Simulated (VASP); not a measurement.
# Be (P6_3/mmc) in VASP: further runs

Be is run at these levels: BLYP; tasks: single point, relaxation of cell and atoms.

All numbers are computed with VASP 6.6.1; they aren't measurements. Logs are shortened: lines on timing, memory, paths and dates and some standing lists are left out, and cuts for length are marked.

## (1) The cell of the first run

The structure is hexagonal, space group P6_3/mmc (No. 194). The conventional cell has a = 2.259 Å, b = 2.259 Å, c = 7.166 Å, α = 90.00°, β = 90.00°, γ = 120.00°. Be (site symmetry -3m) has 12 Be at 2.22 to 2.26 Å within 2.9 Å. Be (site symmetry -6m2) has 12 Be at 2.22 to 2.26 Å within 2.9 Å.

## (2) Single point, BLYP

INCAR

```
AGGAC = 1.0 ; AGGAX = 1.0
ALDAC = 0.0 ; ALDAX = 1.0
ALGO = Normal ; EDIFF = 1E-6
ENCUT = 520 ; GGA = B5
ISIF = 2 ; ISMEAR = -1
LASPH = True ; LCHARG = False
LREAL = False ; LWAVE = False
NBANDS = 12 ; NELM = 60
PREC = Accurate ; SIGMA = 0.1
```

KPOINTS

```
k-points
0
Gamma
  18 18 5
```

POSCAR

```
Be
1.0
    2.2594386333      0.0000000000      0.0000000000
   -1.1297193167      1.9567312547      0.0000000000
    0.0000000000      0.0000000000      7.1656445175
Be
4
Direct
    1.0000000000      0.0000000000      0.0000000000
    1.0000000000      0.0000000000      0.5000000000
    0.3333333333      0.6666666667      0.2500000000
    0.6666666667      0.3333333333      0.7500000000
```

Potentials or basis: VASP PAW PBE potentials, release 64 (Be).

The run is started by

```console
$ cat potpaw_PBE.64/Be/POTCAR > POTCAR
$ mpirun -np 1 vasp_std > vasp.out
```

OUTCAR:

```text
EDIFF = 1E-6
   ENCUT = 520
   GGA = B5
   ISIF = 2
   ISMEAR = -1
   LASPH = True
   LREAL = False
   NELM = 60
   PREC = Accurate

 ion  position               nearest neighbor table
   1  0.000  0.000  0.000-   3 2.22   4 2.22   3 2.22   4 2.22   4 2.22   3 2.22
   2  0.000  0.000  0.500-   3 2.22   4 2.22   3 2.22   4 2.22   4 2.22   3 2.22
   3  0.333  0.667  0.250-   1 2.22   2 2.22   1 2.22   2 2.22   1 2.22   2 2.22
   4  0.667  0.333  0.750-   1 2.22   2 2.22   1 2.22   2 2.22   1 2.22   2 2.22

  LATTYP: Found a hexagonal cell.
 ALAT       =     2.2594386333
 C/A-ratio  =     3.1714269252

  Lattice vectors:

 A1 = (   2.2594386333,   0.0000000000,   0.0000000000)
 A2 = (  -1.1297193167,   1.9567312547,   0.0000000000)
 A3 = (   0.0000000000,   0.0000000000,   7.1656445175)

Analysis of symmetry for initial positions (statically):
=====================================================================
 Subroutine PRICEL returns:
 Original cell was already a primitive cell.

 Routine SETGRP: Setting up the symmetry group for a
 hexagonal supercell.

 Subroutine GETGRP returns: Found 24 space group operations
 (whereof 12 operations were pure point group operations)
 out of a pool of 24 trial point group operations.

The static configuration has the point symmetry D_3d.
 The point group associated with its full space group is D_6h.

Analysis of symmetry for dynamics (positions and initial velocities):
=====================================================================
 Subroutine PRICEL returns:
 Original cell was already a primitive cell.

 Routine SETGRP: Setting up the symmetry group for a
 hexagonal supercell.

 Subroutine GETGRP returns: Found 24 space group operations
 (whereof 12 operations were pure point group operations)
 out of a pool of 24 trial point group operations.

The dynamic configuration has the point symmetry D_3d.
 The point group associated with its full space group is D_6h.

 Subroutine INISYM returns: Found 24 space group operations
 (whereof 12 operations are pure point group operations),
 and found     1 'primitive' translations

----------------------------------------------------------------------------------------

                                     Primitive cell

  volume of cell :      31.6801

  direct lattice vectors                    reciprocal lattice vectors
     2.259438633  0.000000000  0.000000000     0.442587812  0.255528192  0.000000000
    -1.129719317  1.956731255  0.000000000     0.000000000  0.511056384  0.000000000
     0.000000000  0.000000000  7.165644517     0.000000000  0.000000000  0.139554788

  length of vectors
     2.259438633  2.259438633  7.165644517     0.511056384  0.511056384  0.139554788

  position of ions in fractional coordinates (direct lattice)
     0.000000000  0.000000000  0.000000000
     0.000000000  0.000000000  0.500000000
     0.333333333  0.666666667  0.250000000
     0.666666667  0.333333333  0.750000000

  ion indices of the primitive-cell ions
   primitive index   ion index
                 1           1
                 2           2
                 3           3
                 4           4

----------------------------------------------------------------------------------------

 KPOINTS: k-points

Automatic generation of k-mesh.
 Grid dimensions read from file:
 generate k-points for:   18   18    5

 Generating k-lattice:

  Cartesian coordinates                     Fractional coordinates (reciprocal lattice)
     0.024588212  0.014196011  0.000000000     0.055555556 -0.000000000  0.000000000
     0.000000000  0.028392021  0.000000000     0.000000000  0.055555556  0.000000000
     0.000000000  0.000000000  0.027910958     0.000000000  0.000000000  0.200000000

  Length of vectors
     0.028392021  0.028392021  0.027910958

  Shift w.r.t. Gamma in fractional coordinates (k-lattice)
     0.000000000  0.000000000  0.000000000

 Subroutine IBZKPT returns following result:
 ===========================================

 Found    111 irreducible k-points:

 Following reciprocal coordinates:
            Coordinates               Weight
  0.000000  0.000000  0.000000      1.000000
  0.055556 -0.000000  0.000000      6.000000
  0.111111 -0.000000  0.000000      6.000000
  0.166667 -0.000000  0.000000      6.000000
  0.222222 -0.000000  0.000000      6.000000
  0.277778 -0.000000  0.000000      6.000000
[... 16 lines left out ...]
  0.333333  0.111111  0.000000     12.000000
  0.388889  0.111111  0.000000     12.000000
 [... further k-points ...]
   k-points           NKPTS =    111   k-points in BZ     NKDIM =    111   number of bands    NBANDS=     12
   number of dos      NEDOS =    301   number of ions     NIONS =      4
   total plane-waves  NPLWV =  17496
   dimension x,y,z NGX =    18 NGY =   18 NGZ =   54
   dimension x,y,z NGXF=    36 NGYF=   36 NGZF=  108
   ions per type =               4
   NGX,Y,Z   is equivalent  to a cutoff of  13.24, 13.24, 12.53 a.u.
   NGXF,Y,Z  is equivalent  to a cutoff of  26.49, 26.49, 25.06 a.u.
 SYSTEM =  unknown system
   PREC   = accura    normal or accurate (medium, high low for compatibility)
   ISTART =      0    job   : 0-new  1-cont  2-samecut
   ICHARG =      2    charge: 1-file 2-atom 10-const
   ISPIN  =      1    spin polarized calculation?
   LNONCOLLINEAR =      F non collinear calculations
   LSORBIT =      F    spin-orbit coupling
   LASPH  =      T    aspherical Exc in radial PAW
   ENCUT  =  520.0 eV  38.22 Ry    6.18 a.u.   4.20  4.20 13.32*2*pi/ulx,y,z
   NELM   =     60;   NELMIN=  2; NELMDL= -5     # of ELM steps
   EDIFF  = 0.1E-05   stopping-criterion for ELM
   LREAL  =      F    real-space projection
   EDIFFG = 0.1E-04   stopping-criterion for IOM
   NSW    =      0    number of steps for IOM
   IBRION =     -1    ionic relax: 0-MD 1-quasi-New 2-CG
   NFREE  =      0    steps in history (QN), initial steepest desc. (CG)
   ISIF   =      2    stress and relaxation
   ISYM   =      2    0-nonsym 1-usesym 2-fastsym
   POTIM  = 0.5000    time-step for ionic-motion
   TEBEG  =    0.0;   TEEND  =   0.0 temperature during run
   PSTRESS=    0.0 pullay stress
   NELECT =       8.0000    total number of electrons
   NUPDOWN=      -1.0000    fix difference up-down
   EMIN   =  10.00;   EMAX   =-10.00  energy-range for DOS
   EFERMI =   0.00;   METHOD = LEGACY
   ISMEAR =    -1;   SIGMA  =   0.10  broadening in eV -4-tet -1-fermi 0-gaus
   EFERMI_NEDOS =   21; number of points for ismear=-14 and -15
   IALGO  =     38    algorithm
   IMIX   =      4    mixing-type and parameters
     AMIX     =   0.40;   BMIX     =  1.00
     AMIX_MAG =   1.60;   BMIX_MAG =  1.00
  volume/ion in A,a.u.               =       7.92        53.45
  Fermi-wavevector in a.u.,A,eV,Ry     =   1.034767  1.955426 14.568335  1.070742
  Thomas-Fermi vector in A             =   2.169078
   LORBIT       =      0    0 simple, 1 ext, 2 COOP (PROOUT), +10 PAW based schemes
   GGA     = B5    functional components
   LHFCALC =     F    Hartree Fock is set to
   AEXX    =    0.0000 exact exchange contribution
   IVDW    =     0    specifies the selected vdW correction
   LEPSILON=     F    determine dielectric tensor
   LRPA    =     F    only Hartree local field effects (RPA)
 non-spin polarized calculation
  energy-cutoff  :      520.00
  volume of cell :       31.68
 maximum number of plane-waves:       870
 NGX is ok and might be reduce to    18
   NGX =  9   NGY =  9   NGZ = 27

 number of electron       8.0000000 magnetization

 Free energy of the ion-electron system (eV)
  ---------------------------------------------------
  ext. energy  EPLUGINS =         0.00000000
  ---------------------------------------------------
  free energy    TOTEN  =       -12.29995496 eV

  energy without entropy =      -12.28969177  energy(sigma->0) =      -12.29482337

 E-fermi :   7.6278     XC(G=0): -10.0637

 val. band max:        7.6275811363   @ k =   0.3333   0.2778   0.2000
 cond. band min:       7.7507951438   @ k =   0.2778   0.2778   0.0000
 fundamental gap:      0.1232140075
 Fermi energy:         7.6278083666

 k-point     1 :       0.0000    0.0000    0.0000
  band No.  band energies     occupation
      1      -3.8151      2.00000
      2      -1.7017      2.00000
      3      -1.6762      2.00000
      4       2.9593      2.00000
      5       8.4776      0.00041
      6      17.8795      0.00000
      7      17.8860      0.00000
      8      23.3908      0.00000
      9      23.3908      0.00000
     10      24.5710      0.00000
     11      24.5712      0.00000
     12      24.8819      0.00000

 k-point     2 :       0.0556   -0.0000    0.0000
  band No.  band energies     occupation
      1      -3.7266      2.00000
      2      -1.6111      2.00000
      3      -1.5855      2.00000
      4       3.0755      2.00000
      5       8.5037      0.00031
      6      17.9046      0.00000
      7      17.9063      0.00000
      8      22.6622      0.00000
      9      22.8090      0.00000
     10      24.2454      0.00000
     11      24.4136      0.00000
     12      24.4403      0.00000

 k-point     3 :       0.1111   -0.0000    0.0000
  band No.  band energies     occupation
      1      -3.4607      2.00000
      2      -1.3397      2.00000
      3      -1.3141      2.00000
      4       3.4237      2.00000
      5       8.5767      0.00015
      6      17.8920      0.00000
      7      17.9584      0.00000
      8      21.0732      0.00000
      9      21.6958      0.00000
     10      22.9329      0.00000
     11      23.1200      0.00000
     12      23.7510      0.00000

 k-point     4 :       0.1667   -0.0000    0.0000
  band No.  band energies     occupation
      1      -3.0172      2.00000
      2      -0.8894      2.00000
      3      -0.8640      2.00000
      4       4.0022      2.00000
      5       8.6744      0.00006
      6      17.3747      0.00000
      7      17.8708      0.00000
      8      19.6836      0.00000
      9      20.5261      0.00000
     10      20.8641      0.00000
     11      21.3591      0.00000
     12      22.8058      0.00000

 k-point     5 :       0.2222   -0.0000    0.0000
  band No.  band energies     occupation
      1      -2.3961      2.00000
      2      -0.2648      2.00000
      3      -0.2398      2.00000
      4       4.8076      2.00000
      5       8.7328      0.00003
      6      15.7541      0.00000
      7      17.0279      0.00000
      8      18.5313      0.00000
      9      19.4502      0.00000
     10      19.4808      0.00000
     11      20.1871      0.00000
     12      21.8544      0.00000
[... 228 lines left out ...]
      1      -1.3279      2.00000
      2       0.7954      2.00000
      3       0.8181      2.00000
      4       6.1719      2.00000
      5       8.7612      0.00002
      6      13.8024      0.00000
      7      15.3854      0.00000
      8      15.5479      0.00000
      9      17.0434      0.00000
     10      18.1557      0.00000
     11      19.5789      0.00000
     12      19.7765      0.00000

 k-point    22 :       0.2778    0.1111    0.0000
  band No.  band energies     occupation
      1      -0.3541      2.00000
      2       1.7331      2.00000
      3       1.7507      2.00000
      4       7.3869      1.83502
      5       8.2425      0.00427
      6      12.3163      0.00000
      7      13.2832      0.00000
      8      13.7748      0.00000
      9      16.0820      0.00000
     10      17.8831      0.00000
     11      19.0112      0.00000
     12      19.4249      0.00000

 k-point    23 :       0.3333    0.1111    0.0000
  band No.  band energies     occupation
      1       0.7804      2.00000
      2       2.7663      2.00000
      3       2.7679      2.00000
      4       7.0861      1.99116
      5       8.6871      0.00005
      6      10.9086      0.00000
      7      11.4911      0.00000
      8      12.9565      0.00000
      9      15.2670      0.00000
     10      17.2813      0.00000
     11      17.6696      0.00000
     12      18.6180      0.00000

 k-point    24 :       0.3889    0.1111    0.0000
  band No.  band energies     occupation
      1       2.0247      2.00000
      2       3.6653      2.00000
      3       3.7406      2.00000
      4       5.7025      2.00000
      5       9.1336      0.00000
      6       9.5261      0.00000
      7      11.1015      0.00000
      8      13.0936      0.00000
      9      14.5303      0.00000
     10      15.1934      0.00000
     11      17.4841      0.00000
     12      18.4406      0.00000

 [... further k-points ...]
[... 5 lines left out ...]
  --------------------------------------------------------------------------------------
  -------------------------------------------------------------------------------------
  Total       -0.0360741     -0.0360741      0.1206778      0.0000000     -0.0000000      0.0000000
  in kB       -1.8243979     -1.8243979      6.1031087      0.0000000     -0.0000000      0.0000000
  external PRESSURE =       0.8181043 kB  Pullay stress =       0.0000000 kB

 VOLUME and BASIS-vectors are now :
 -----------------------------------------------------------------------------
  energy-cutoff  :      520.00
  volume of cell :       31.68
      direct lattice vectors                 reciprocal lattice vectors
     2.259438633  0.000000000  0.000000000     0.442587812  0.255528192  0.000000000
    -1.129719317  1.956731255  0.000000000     0.000000000  0.511056384  0.000000000
     0.000000000  0.000000000  7.165644517     0.000000000  0.000000000  0.139554788

 POSITION                                       TOTAL-FORCE (eV/Angst)
 -----------------------------------------------------------------------------------
      0.00000      0.00000      0.00000        -0.000000      0.000000      0.000000
      0.00000      0.00000      3.58282        -0.000000      0.000000      0.000000
     -0.00000      1.30449      1.79141        -0.000000      0.000000     -0.000000
      1.12972      0.65224      5.37423         0.000000     -0.000000      0.000000
 -----------------------------------------------------------------------------------
    total drift:                               -0.000000      0.000000     -0.000000

  FREE ENERGIE OF THE ION-ELECTRON SYSTEM (eV)
  ---------------------------------------------------
  free  energy   TOTEN  =       -12.2999549632 eV

  energy  without entropy=      -12.2896917668  energy(sigma->0) =      -12.29482337
```

Run time: 21 s. Hardware: 1 thread of AMD EPYC 9R45 (Zen 5), shared host; peak memory 0.13 GiB.

Results:

| Property | Result |
| --- | --- |
| Free energy | -12.3000 eV |
| Pressure | 0.1 GPa |
| Band gap on the k mesh | zero (band 4 reaches 8.34 eV, above the bottom of band 5 at 6.96 eV) |

Stress tensor (GPa, compression positive):
```
-0.18  0.00  0.00
 0.00 -0.18  0.00
 0.00  0.00  0.61
```

Levels at points of the mesh, in eV from the Fermi level:
| k point | band 2 | band 3 | band 4 | band 5 | band 6 | band 7 |
| --- | --- | --- | --- | --- | --- | --- |
| (0.00, 0.00, 0.00) | -9.33 | -9.30 | -4.67 | 0.85 | 10.25 | 10.26 |
| (0.50, 0.00, 0.00) | -4.12 | -3.77 | -2.89 | 1.09 | 1.18 | 4.05 |

Caveat: the PAW data sets were made with another functional, which shifts forces and pressure a little.

[end of part 1 of 2]
